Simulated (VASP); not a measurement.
Input of a VASP 6.6.1 run:

Contents of INCAR:

```
PREC = Accurate
ENCUT = 520
EDIFF = 1E-6
ISMEAR = 0
SIGMA = 0.15
LREAL = False
LASPH = True
NELM = 100
ALGO = Fast
ISIF = 2
LWAVE = False
LCHARG = False
GGA = PE
IVDW = 12
NBANDS = 22
```

File KPOINTS:

```
regular mesh
0
Gamma
  16 16 2
```

Contents of POSCAR:

```
Al
1.0
   -2.8144222649      0.0000000000      0.0000000000
   -1.4072111325     -2.4373611784      0.0000000000
   -2.2280842931     -1.8280208838     18.4820941423
Al
8
Direct
    0.9739583333      0.9531250000      0.0625000000
    0.7656250000      0.5781250000      0.5625000000
    0.0468750000     -0.1822916667      0.6875000000
    0.2552083333      0.1927083333      0.1875000000
   -0.3385416667     -0.6093750000      0.8125000000
   -0.1302083333     -0.2343750000      0.3125000000
    0.2760416667     -0.0364583333      0.9375000000
    0.4843750000      0.3385416667      0.4375000000
```

Potentials or basis: VASP PAW PBE potentials, release 64 (Al).

Command:

```console
$ cat potpaw_PBE.64/Al/POTCAR > POTCAR
$ mpirun -np 1 vasp_std > vasp.out
```

Problem. Estimate the dispersion energy per atom.

Solution. -0.351 eV.

Problem. What does it give for the largest force?

Solution. 1.566 eV/Å.

Problem. Estimate the band gap on the k mesh.

Solution. Zero (band 12 reaches 12.20 eV, above the bottom of band 13 at 6.70 eV).

Problem. What does it give for the pressure?

Solution. 1.6 GPa.

Forces on the atoms (eV/Å):
```
Al   0.539 -0.178  1.399
Al   0.005 -0.002 -0.022
Al   0.010 -0.002  0.000
Al  -0.002 -0.011 -0.001
Al   0.016 -0.016  0.061
Al   0.009 -0.003  0.000
Al  -0.571  0.210 -1.443
Al  -0.006  0.001  0.006
```

Caveat: pairwise dispersion overbinds metals, which lowers pressure and volume; forces of over 1 eV/Å act on the atoms, so gaps and moduli don't describe the material at rest.
